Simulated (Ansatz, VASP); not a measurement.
Two plane-wave programs on Y

```
CELL_PARAMETERS angstrom
3.54827 0.00000 0.00000
-1.77414 3.07289 0.00000
0.00000 0.00000 5.49394
ATOMIC_POSITIONS crystal
Y 0.33333 0.66667 0.25000
Y 0.66667 0.33333 0.75000
```

Alike in both runs: functional LDA; k mesh 12 × 12 × 6; occupations gaussian, width 0.1 eV; no spin polarisation.

Ansatz relaxed the structure, and its values are those at the end. VASP's run is a single point on that final structure, the one shown.

```csv
,VASP,Ansatz
version,VASP 6.6.1,Ansatz 0.2.0
potentials or method,"VASP PAW LDA potentials, release 64 (Y_sv), cutoff 520 eV","scalar-relativistic, plane waves, PAW"
valence electrons in the cell,22,22
```

|  | VASP | Ansatz | Ansatz less VASP |
| --- | --- | --- | --- |
| gap on the k mesh at the Fermi level (eV) | none | none | - |
| pressure (GPa) | -0.1 | 0.0 | +0.14 |

Ansatz warns that its potentials were made for another functional, while VASP's fit it. LDA's correlation is that of Perdew and Zunger in VASP and of Perdew and Wang (1992) in Ansatz. A gap of «none» marks a metal or a gap that the smearing closes.
